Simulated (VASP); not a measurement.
Set up this calculation in VASP 6.6.1, as the native input.

- Task: single point
- Functional: PBE
- Potentials or basis: VASP PAW PBE potentials, release 64 (Mg, S)
- Cutoff: 520 eV
- k mesh: 12 × 12 × 6
- Occupations: gaussian, width 0.1 eV
- Spin: no spin polarisation
- Dipole correction: no
- Further INCAR settings: ALGO = Normal; EDIFF = 1e-06; NBANDS = 15

The structure of Mg4S lies in POSCAR:

```
Mg4S
1.0
    5.0341168573      0.0000000000      0.0000000000
   -2.5170584287      4.3596730841      0.0000000000
    0.0000000000      0.0000000000      6.0474995779
Mg S
4 1
Direct
    0.3333333333      0.6666666667      0.5000000000
    0.6666666667      0.3333333333      0.5000000000
    0.3333333333      0.6666666667      0.0000000000
    0.6666666667      0.3333333333      0.0000000000
    0.0000000000      0.0000000000      0.0000000000
```

These files were run (other wordings do the same):

INCAR

```
PREC = Accurate
ENCUT = 520
EDIFF = 1E-6
ISMEAR = 0
SIGMA = 0.1
LREAL = F
LASPH = T
NELM = 100
ALGO = Normal
ISIF = 2
LWAVE = F
LCHARG = T
GGA = PE
LELF = T
LVHAR = T
NBANDS = 15
```

KPOINTS

```
Automatic mesh
0
Gamma
  12 12 6
```

Potentials or basis: VASP PAW PBE potentials, release 64 (Mg, S).

Command:

```bash
$ cat potpaw_PBE.64/Mg/POTCAR potpaw_PBE.64/S/POTCAR > POTCAR
$ mpirun -np 1 vasp_std > vasp.out
```

It gave:

```yaml
Pressure: -0.1 GPa
Band_gap_on_the_k_mesh: zero (band 7 reaches 3.27 eV, above the bottom of band 8 at 1.98 eV)
```

It took 2 min on 1 thread of Intel Xeon 6975P-C, with other jobs on the host, peak memory 0.34 GiB.
